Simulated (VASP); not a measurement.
Crystal: NbH2.

```
Nb H
1.0
    -0.02281    2.27009    2.27009
     2.27009   -0.02281    2.27009
     2.27009    2.27009   -0.02281
Nb H
1 2
Cartesian
  0.0000 0.0000 0.0000
  1.1293 1.1293 1.1293
  3.3880 3.3880 3.3880
```

This cell differs from its parent crystal: equal xy, yz and zx shear strains of -1 %.

Base run:

| Item | Value |
| --- | --- |
| Program | VASP 6.6.1 |
| Functional | LDA |
| Potentials or basis | VASP PAW LDA potentials, release 64 (Nb_sv, H) |
| Cutoff | 400 eV |
| k mesh | 15 × 15 × 15 |
| Occupations | fermi-dirac, width 0.03 eV |
| Spin | no spin polarisation |

Its results: pressure -9.0 GPa; largest force 0.080 eV/Å.

Task: The run is repeated on the same cell with these changes: cutoff from 400 eV to 500 eV; further incar settings from ALGO = Normal; EDIFF = 1e-08; NBANDS = 14 to ALGO = Normal; EDIFF = 1e-06; NBANDS = 14. What comes out?

Result: Pressure -8.3 GPa; largest force 0.081 eV/Å.
